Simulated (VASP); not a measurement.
Write the native input for VASP 6.6.1 that does the following.

```yaml
Task: single point
Functional: PBE
Potentials_or_basis: VASP PAW PBE potentials, release 64 (Ti_sv, Al)
Cutoff: 520 eV
k_mesh: 6 × 6 × 6
Occupations: gaussian, width 0.1 eV
Spin: collinear spin, ferromagnetic start
Starting_moments: "[1.0, 1.0, 1.0, 0.0] μB"
Dipole_correction: no
Further_INCAR_settings: ALGO = Normal; EDIFF = 1e-07; NBANDS = 32
```

The structure of Ti3Al lies in POSCAR:

```
Ti3Al
1.0
    0.0000000000      3.2317810100      3.2317810100
    3.2317810100      0.0000000000      3.2317810100
    3.2317810100      3.2317810100      0.0000000000
Ti Al
3 1
Direct
    0.7500000000      0.7500000000      0.7500000000
    0.2500000000      0.2500000000      0.2500000000
    0.0000000000      0.0000000000      0.0000000000
    0.5000000000      0.5000000000      0.5000000000
```

These files were run (other wordings do the same):

INCAR

```
  ALGO = Normal
  EDIFF = 1E-7
  ENCUT = 520
  GGA = PE
  ISIF = 2
  ISMEAR = 0
  ISPIN = 2
  LASPH = True
  LCHARG = False
  LMAXMIX = 4
  LORBIT = 11
  LREAL = False
  LWAVE = False
  MAGMOM = 1 1 1 0
  NBANDS = 32
  NELM = 150
  PREC = Accurate
  SIGMA = 0.1
```

KPOINTS

```
k-points
0
Gamma
  6 6 6
```

Potentials or basis: VASP PAW PBE potentials, release 64 (Ti_sv, Al).

The run is started by

```bash
$ cat potpaw_PBE.64/Ti_sv/POTCAR potpaw_PBE.64/Al/POTCAR > POTCAR
$ mpirun -np 1 vasp_std > vasp.out
```

Results of the run:

```json
{"Pressure": "-0.1 GPa", "Net moment": "2.08 μB per cell", "Site moments": "Ti +0.27, +1.04; Al -0.02 μB", "Valence electrons inside the program's atomic spheres": "Ti 10.24, 10.31; Al 0.82"}
```

Wall time 93 s on 1 thread of Intel Xeon 6975P-C (shared host), peak memory 0.26 GiB.
